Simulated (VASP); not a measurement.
A run of VASP 6.6.1:

The input INCAR:

```
PREC     = Accurate       # precision mode
ENCUT    = 520            # plane-wave cutoff, eV
EDIFF    = 1E-7           # SCF threshold, eV
ISMEAR   = 0              # smearing method
SIGMA    = 0.15           # smearing width, eV
LREAL    = F              # projectors in reciprocal space
LASPH    = T              # aspherical terms in the spheres
NELM     = 80             # most SCF steps
ALGO     = Normal         # electronic algorithm
ISIF     = 2              # what is computed and relaxed
LWAVE    = F              # write WAVECAR
LCHARG   = F              # write CHGCAR
GGA      = PE             # functional
NBANDS   = 14             # bands
```

Contents of KPOINTS:

```
Automatic mesh
0
Gamma
  16 16 16
```

The input POSCAR:

```
HfN
1.0
    0.0000000000      2.2738140414      2.2738140414
    2.2738140414      0.0000000000      2.2738140414
    2.2738140414      2.2738140414      0.0000000000
Hf N
1 1
Direct
   -0.0006695498      0.0006695498      0.0006695498
    0.5085319202      0.4914680798      0.4914680798
```

Potentials or basis: VASP PAW PBE potentials, release 64 (Hf_pv, N).

Launch:

```bash
$ cat potpaw_PBE.64/Hf_pv/POTCAR potpaw_PBE.64/N/POTCAR > POTCAR
$ mpirun -np 1 vasp_std > vasp.out
```

Hardware: 1 thread of Intel(R) Xeon(R) 6975P-C (Granite Rapids) (shared host).

Estimate the wall time of this run.

Wall time 29 s on 1 thread of Intel(R) Xeon(R) 6975P-C (Granite Rapids) (shared host), peak memory 0.23 GiB. Counts: scf iterations 14, k points 349.
